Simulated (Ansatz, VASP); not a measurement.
# Two plane-wave programs on Pb

INCAR

```
SYSTEM = Pb
  PREC = Accurate
  ENCUT = 520
  EDIFF = 1E-6
  ISMEAR = 0
  SIGMA = 0.1
  LREAL = .FALSE.
  LASPH = .TRUE.
  NELM = 80
  ALGO = Normal
  ISIF = 2
  LWAVE = .FALSE.
  LCHARG = .FALSE.
  GGA = PE
  NBANDS = 13
```

KPOINTS

```
Automatic mesh
0
G
  6 6 4
  0 0 0
```

POSCAR

```
Pb
1.0
    2.6116239100      0.0000000000      0.0000000000
    0.0000000000      2.7595874100      0.0000000000
    0.0000000000      0.0000000000      4.8941258200
Pb
1
Direct
    0.5000000000      0.0000000000      0.5000000000
```

Input for Ansatz:

```yaml
crystal:
  lattice:
    - [2.61162391, 0.0, 0.0]
    - [0.0, 2.75958741, 0.0]
    - [0.0, 0.0, 4.89412582]
  atoms:
    - { symbol: Pb, position: [0.5, 0.0, 0.5] }
basis:
  ecutwfc: 420
kpoints:
  mp_grid: { grid: [6, 6, 4] }
hamiltonian:
  xc: pbe
scf:
  occupations: { method: gaussian, width: 0.1 }
  lower_state_search: "off"
output:
  forces: true
  stress: true
  eigenvalues: true
```

Alike in both runs: task single point; functional PBE; k mesh 6 × 6 × 4; occupations gaussian, width 0.1 eV; no spin polarisation.

|  | VASP | Ansatz |
| --- | --- | --- |
| version | VASP 6.6.1 | Ansatz 0.2.0 |
| potentials or method | VASP PAW PBE potentials, release 64 (Pb_d), cutoff 520 eV | scalar-relativistic, plane waves, PAW |
| valence electrons in the cell | 14 | 14 |

```tsv
	VASP	Ansatz	Ansatz less VASP
gap on the k mesh at the Fermi level (eV)	none	none	-
pressure (GPa)	24.6	24.8	+0.17
traceless stress, the component that is largest in VASP (GPa)	-26.36	-26.43	-0.066
```

A gap of «none» marks a metal or a gap that the smearing closes. The functional is the same, so the differences come from potentials, cutoffs and numerics.

The k mesh is coarse, so the values compare programs but aren't converged. Neither program's run includes spin-orbit coupling.
